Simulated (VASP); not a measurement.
# Mo in VASP: further runs

The runs below take Mo through single point, with PBE.

Program: VASP 6.6.1. These are calculated values, not measurements. Logs are shortened: lines on timing, memory, paths and dates and some standing lists are left out, and cuts for length are marked.

**1. The cell of the first run**

The cell holds a slab with vacuum, 5 atoms: a = 4.470 Å, b = 4.470 Å, c = 19.650 Å, α = 90.00°, β = 90.00°, γ = 120.00°.

**2. Single point, PBE**

INCAR

```
SYSTEM = Mo
PREC     = Accurate       ! precision mode
ENCUT    = 520            ! plane-wave cutoff, eV
EDIFF    = 1E-6           ! SCF threshold, eV
ISMEAR   = -1             ! smearing method
SIGMA    = 0.1            ! smearing width, eV
LREAL    = .False.        ! projectors in reciprocal space
LASPH    = .True.         ! aspherical terms in the spheres
NELM     = 100            ! most SCF steps
ALGO     = Normal         ! electronic algorithm
ISIF     = 2              ! what is computed and relaxed
LWAVE    = .False.        ! write WAVECAR
LCHARG   = .False.        ! write CHGCAR
LDIPOL   = .True.       
IDIPOL   = 3            
DIPOL    = 0.5 0.5 0.500
GGA      = PE             ! functional
NBANDS   = 43             ! bands
```

KPOINTS

```
Automatic mesh
0
Gamma
  10 10 1
  0 0 0
```

POSCAR

```
Mo
1.0
    4.4701026757      0.0000000000      0.0000000000
   -2.2350513378      3.8712224747      0.0000000000
    0.0000000000      0.0000000000     19.6498000000
Mo
5
Direct
    0.8333333333      0.1666666667      0.4205312807
    0.1666666667      0.8333333333      0.4571710418
    0.5000000000      0.5000000000      0.4999999854
    0.8333333333      0.1666666667      0.5428289630
    0.1666666667      0.8333333333      0.5794687291
```

Potentials or basis: VASP PAW PBE potentials, release 64 (Mo_sv).

Run with:

```bash
$ cat potpaw_PBE.64/Mo_sv/POTCAR > POTCAR
$ mpirun -np 1 vasp_std > vasp.out
```

OUTCAR:

```text
SYSTEM = Mo
   PREC = Accurate
   ENCUT = 520
   EDIFF = 1E-6
   ISMEAR = -1
   LREAL = .False.
   LASPH = .True.
   NELM = 100
   ISIF = 2
   GGA = PE

 ion  position               nearest neighbor table
   1  0.833  0.167  0.421-   4 2.40   2 2.68   2 2.68   2 2.68   3 3.02   3 3.02   3 3.02
   2  0.167  0.833  0.457-   5 2.40   1 2.68   1 2.68   1 2.68   3 2.71   3 2.71   3 2.71   4 3.08
                             4 3.08   4 3.08
   3  0.500  0.500  0.500-   2 2.71   2 2.71   2 2.71   4 2.71   4 2.71   4 2.71   1 3.02   1 3.02
                             1 3.02   5 3.02   5 3.02   5 3.02
   4  0.833  0.167  0.543-   1 2.40   5 2.68   5 2.68   5 2.68   3 2.71   3 2.71   3 2.71   2 3.08
                             2 3.08   2 3.08
   5  0.167  0.833  0.579-   2 2.40   4 2.68   4 2.68   4 2.68   3 3.02   3 3.02   3 3.02

  LATTYP: Found a hexagonal cell.
 ALAT       =     4.4701026757
 C/A-ratio  =     4.3958274397

  Lattice vectors:

 A1 = (   4.4701026757,   0.0000000000,   0.0000000000)
 A2 = (  -2.2350513378,   3.8712224747,   0.0000000000)
 A3 = (   0.0000000000,   0.0000000000,  19.6498000000)

Analysis of symmetry for initial positions (statically):
=====================================================================
 Subroutine PRICEL returns:
 Original cell was already a primitive cell.

 Routine SETGRP: Setting up the symmetry group for a
 hexagonal supercell.

 Subroutine GETGRP returns: Found 12 space group operations
 (whereof  4 operations were pure point group operations)
 out of a pool of 24 trial point group operations.

The static configuration has the point symmetry C_2h.
 The point group associated with its full space group is D_3d.

Analysis of symmetry for dynamics (positions and initial velocities):
=====================================================================
 Subroutine PRICEL returns:
 Original cell was already a primitive cell.

 Routine SETGRP: Setting up the symmetry group for a
 hexagonal supercell.

 Subroutine GETGRP returns: Found 12 space group operations
 (whereof  4 operations were pure point group operations)
 out of a pool of 24 trial point group operations.

The dynamic configuration has the point symmetry C_2h.
 The point group associated with its full space group is D_3d.

 Subroutine INISYM returns: Found 12 space group operations
 (whereof  4 operations are pure point group operations),
 and found     1 'primitive' translations

----------------------------------------------------------------------------------------

                                     Primitive cell

  volume of cell :     340.0351

  direct lattice vectors                    reciprocal lattice vectors
     4.470102676  0.000000000  0.000000000     0.223708508  0.129158167  0.000000000
    -2.235051338  3.871222475  0.000000000     0.000000000  0.258316335  0.000000000
     0.000000000  0.000000000 19.649800000     0.000000000  0.000000000  0.050891103

  length of vectors
     4.470102676  4.470102676 19.649800000     0.258316335  0.258316335  0.050891103

  position of ions in fractional coordinates (direct lattice)
     0.833333333  0.166666667  0.420531281
     0.166666667  0.833333333  0.457171042
     0.500000000  0.500000000  0.499999985
     0.833333333  0.166666667  0.542828963
     0.166666667  0.833333333  0.579468729

  ion indices of the primitive-cell ions
   primitive index   ion index
                 1           1
                 2           2
                 3           3
                 4           4
                 5           5

----------------------------------------------------------------------------------------

 KPOINTS: Automatic mesh

Automatic generation of k-mesh.
 Grid dimensions read from file:
 generate k-points for:   10   10    1

 Generating k-lattice:

  Cartesian coordinates                     Fractional coordinates (reciprocal lattice)
     0.022370851  0.012915817  0.000000000     0.100000000  0.000000000  0.000000000
     0.000000000  0.025831633  0.000000000     0.000000000  0.100000000  0.000000000
     0.000000000  0.000000000  0.050891103     0.000000000  0.000000000  1.000000000

  Length of vectors
     0.025831633  0.025831633  0.050891103

  Shift w.r.t. Gamma in fractional coordinates (k-lattice)
     0.000000000  0.000000000  0.000000000

 Subroutine IBZKPT returns following result:
 ===========================================

 Found     14 irreducible k-points:

 Following reciprocal coordinates:
            Coordinates               Weight
  0.000000  0.000000  0.000000      1.000000
  0.100000 -0.000000  0.000000      6.000000
  0.200000 -0.000000  0.000000      6.000000
  0.300000 -0.000000  0.000000      6.000000
  0.400000 -0.000000  0.000000      6.000000
  0.500000  0.000000  0.000000      3.000000
  0.100000  0.100000  0.000000      6.000000
  0.200000  0.100000  0.000000     12.000000
  0.300000  0.100000  0.000000     12.000000
  0.400000  0.100000  0.000000     12.000000
  0.200000  0.200000  0.000000      6.000000
  0.300000  0.200000  0.000000     12.000000
  0.400000  0.200000  0.000000      6.000000
  0.300000  0.300000  0.000000      6.000000
   k-points           NKPTS =     14   k-points in BZ     NKDIM =     14   number of bands    NBANDS=     43
   number of dos      NEDOS =    301   number of ions     NIONS =      5
   total plane-waves  NPLWV = 194400
   dimension x,y,z NGX =    36 NGY =   36 NGZ =  150
   dimension x,y,z NGXF=    72 NGYF=   72 NGZF=  300
   ions per type =               5
   NGX,Y,Z   is equivalent  to a cutoff of  13.39, 13.39, 12.69 a.u.
   NGXF,Y,Z  is equivalent  to a cutoff of  26.78, 26.78, 25.38 a.u.
 SYSTEM =  Mo
   PREC   = accura    normal or accurate (medium, high low for compatibility)
   ISTART =      0    job   : 0-new  1-cont  2-samecut
   ICHARG =      2    charge: 1-file 2-atom 10-const
   ISPIN  =      1    spin polarized calculation?
   LNONCOLLINEAR =      F non collinear calculations
   LSORBIT =      F    spin-orbit coupling
   LASPH  =      T    aspherical Exc in radial PAW
   ENCUT  =  520.0 eV  38.22 Ry    6.18 a.u.   8.31  8.31 36.54*2*pi/ulx,y,z
   NELM   =    100;   NELMIN=  2; NELMDL= -5     # of ELM steps
   EDIFF  = 0.1E-05   stopping-criterion for ELM
   LREAL  =      F    real-space projection
   EDIFFG = 0.1E-04   stopping-criterion for IOM
   NSW    =      0    number of steps for IOM
   IBRION =     -1    ionic relax: 0-MD 1-quasi-New 2-CG
   NFREE  =      0    steps in history (QN), initial steepest desc. (CG)
   ISIF   =      2    stress and relaxation
   ISYM   =      2    0-nonsym 1-usesym 2-fastsym
   POTIM  = 0.5000    time-step for ionic-motion
   TEBEG  =    0.0;   TEEND  =   0.0 temperature during run
   PSTRESS=    0.0 pullay stress
   NELECT =      70.0000    total number of electrons
   NUPDOWN=      -1.0000    fix difference up-down
   EMIN   =  10.00;   EMAX   =-10.00  energy-range for DOS
   EFERMI =   0.00;   METHOD = LEGACY
   ISMEAR =    -1;   SIGMA  =   0.10  broadening in eV -4-tet -1-fermi 0-gaus
   EFERMI_NEDOS =   21; number of points for ismear=-14 and -15
   IALGO  =     38    algorithm
   IMIX   =      4    mixing-type and parameters
     AMIX     =   0.40;   BMIX     =  1.00
     AMIX_MAG =   1.60;   BMIX_MAG =  1.00
  volume/ion in A,a.u.               =      68.01       458.93
  Fermi-wavevector in a.u.,A,eV,Ry     =   0.966643  1.826691 12.713275  0.934399
  Thomas-Fermi vector in A             =   2.096462
   LORBIT       =      0    0 simple, 1 ext, 2 COOP (PROOUT), +10 PAW based schemes
   GGA     = PE    functional components
   LHFCALC =     F    Hartree Fock is set to
   AEXX    =    0.0000 exact exchange contribution
   IVDW    =     0    specifies the selected vdW correction
   LEPSILON=     F    determine dielectric tensor
   LRPA    =     F    only Hartree local field effects (RPA)
 non-spin polarized calculation
  energy-cutoff  :      520.00
  volume of cell :      340.04
 maximum number of plane-waves:      9201
 NGX is ok and might be reduce to    36
   NGX = 17   NGY = 17   NGZ = 73

 number of electron      70.0000008 magnetization

 dipolmoment           0.000000      0.000000      0.000004 electrons x Angstroem

 Free energy of the ion-electron system (eV)
  ---------------------------------------------------
  ext. energy  EPLUGINS =         0.00000000
  ---------------------------------------------------
  free energy    TOTEN  =       -48.34632483 eV

  energy without entropy =      -48.20279115  energy(sigma->0) =      -48.27455799

 E-fermi :   0.0627     XC(G=0):  -4.1823

 val. band max:       -0.0291979221   @ k =   0.3000   0.3000   0.0000
 cond. band min:       0.0845271057   @ k =   0.4000   0.2000   0.0000
 fundamental gap:      0.1137250277
 Fermi energy:         0.0626923945

 k-point     1 :       0.0000    0.0000    0.0000
  band No.  band energies     occupation
      1     -61.2568      2.00000
      2     -61.0022      2.00000
      3     -60.8580      2.00000
      4     -60.8372      2.00000
      5     -60.6472      2.00000
      6     -35.8625      2.00000
[... 35 lines left out ...]
     42       1.8556      0.00000
     43       1.8556      0.00000

 k-point     2 :       0.1000   -0.0000    0.0000
  band No.  band energies     occupation
      1     -61.2505      2.00000
      2     -61.0033      2.00000
      3     -60.8612      2.00000
      4     -60.8350      2.00000
      5     -60.6519      2.00000
      6     -35.8742      2.00000
[... 35 lines left out ...]
     42       1.8636      0.00000
     43       1.9424      0.00000

 k-point     3 :       0.2000   -0.0000    0.0000
  band No.  band energies     occupation
      1     -61.2331      2.00000
      2     -61.0057      2.00000
      3     -60.8735      2.00000
      4     -60.8254      2.00000
      5     -60.6653      2.00000
      6     -35.9085      2.00000
[... 459 lines left out ...]
      6     -35.9827      2.00000
[... 35 lines left out ...]
     42       1.6422      0.00000
     43       2.3131      0.00000

 k-point    14 :       0.3000    0.3000    0.0000
  band No.  band energies     occupation
      1     -61.1740      2.00000
      2     -60.9811      2.00000
      3     -60.9533      2.00000
      4     -60.7609      2.00000
      5     -60.7370      2.00000
      6     -35.9738      2.00000
[... 35 lines left out ...]
     42       1.5536      0.00000
     43       1.7972      0.00000

------------------------ aborting loop because EDIFF is reached ----------------------------------------

 vacuum level on the upper side and lower side of the slab       (xc-potential included)        -0.103        -0.103

  FORCE on cell =-STRESS in cart. coord.  units (eV):
  Direction    XX          YY          ZZ          XY          YZ          ZX
  --------------------------------------------------------------------------------------
  -------------------------------------------------------------------------------------
  Total       -2.6081322     -2.6081322      0.2920233     -0.0000000     -0.0000000      0.0000000
  in kB      -12.2889966    -12.2889966      1.3759555     -0.0000000     -0.0000000      0.0000000
  external PRESSURE =      -7.7340126 kB  Pullay stress =       0.0000000 kB

 VOLUME and BASIS-vectors are now :
 -----------------------------------------------------------------------------
  energy-cutoff  :      520.00
  volume of cell :      340.04
      direct lattice vectors                 reciprocal lattice vectors
     4.470102676  0.000000000  0.000000000     0.223708508  0.129158167  0.000000000
    -2.235051338  3.871222475  0.000000000     0.000000000  0.258316335  0.000000000
     0.000000000  0.000000000 19.649800000     0.000000000  0.000000000  0.050891103

 POSITION                                       TOTAL-FORCE (eV/Angst)
 -----------------------------------------------------------------------------------
      3.35258      0.64520      8.26336        -0.000000      0.000000     -0.068925
     -1.11753      3.22602      8.98332        -0.000000      0.000000     -0.062213
      1.11753      1.93561      9.82490        -0.000000      0.000000      0.000000
      3.35258      0.64520     10.66648         0.000000     -0.000000      0.062213
     -1.11753      3.22602     11.38644         0.000000     -0.000000      0.068925
 -----------------------------------------------------------------------------------
    total drift:                                0.000002     -0.000001      0.001285

  FREE ENERGIE OF THE ION-ELECTRON SYSTEM (eV)
  ---------------------------------------------------
  free  energy   TOTEN  =       -48.3463248329 eV

  energy  without entropy=      -48.2027911467  energy(sigma->0) =      -48.27455799

 vacuum level on the upper side and lower side of the slab         3.753         3.753
```

It took 6.4 min on 1 thread of Intel Xeon Platinum 8259CL at 2.50GHz (Skylake/Cascade Lake), shared host; peak memory 0.5 GiB.

Results:

```yaml
Free_energy: -48.3463 eV
Largest_force: 0.069 eV/Å
```

Forces on the atoms (eV/Å):
```
Mo   0.000  0.000 -0.069
Mo   0.000  0.000 -0.062
Mo   0.000  0.000  0.000
Mo   0.000  0.000  0.062
Mo   0.000  0.000  0.069
```

**3. Single point, PBE**

INCAR

```
ALGO     = Normal         # electronic algorithm
EDIFF    = 1E-6           # SCF threshold, eV
ENCUT    = 520            # plane-wave cutoff, eV
GGA      = PE             # functional
ISIF     = 2              # what is computed and relaxed
ISMEAR   = -1             # smearing method
LASPH    = True           # aspherical terms in the spheres
LCHARG   = False          # write CHGCAR
LREAL    = False          # projectors in reciprocal space
LWAVE    = False          # write WAVECAR
NBANDS   = 43             # bands
NELM     = 60             # most SCF steps
PREC     = Accurate       # precision mode
SIGMA    = 0.1            # smearing width, eV
```

KPOINTS

```
k-points
0
Gamma
  10 10 1
```

POSCAR is that of step 2.

Potentials or basis: VASP PAW PBE potentials, release 64 (Mo_sv).

Run with:

```bash
$ cat potpaw_PBE.64/Mo_sv/POTCAR > POTCAR
$ mpirun -np 1 vasp_std > vasp.out
```

It took 5.6 min on 1 thread of Intel Xeon Platinum 8259CL at 2.50GHz (Skylake/Cascade Lake), shared host; peak memory 0.49 GiB.

It converged, with:

* Free energy: -48.3463 eV
* Largest force: 0.069 eV/Å

Forces on the atoms (eV/Å):
```
Mo   0.000  0.000 -0.069
Mo   0.000  0.000 -0.062
Mo   0.000  0.000  0.000
Mo   0.000  0.000  0.062
Mo   0.000  0.000  0.069
```

Levels at points of the mesh, in eV from the Fermi level:
```
           k point  band 32  band 33  band 34  band 35  band 36  band 37  band 38  band 39
(0.00, 0.00, 0.00)    -1.58    -1.46    -1.20    -1.20     0.20     0.84     0.84     1.09
(0.50, 0.00, 0.00)    -1.89    -1.81    -0.70    -0.19     0.30     0.42     0.88     1.27
```
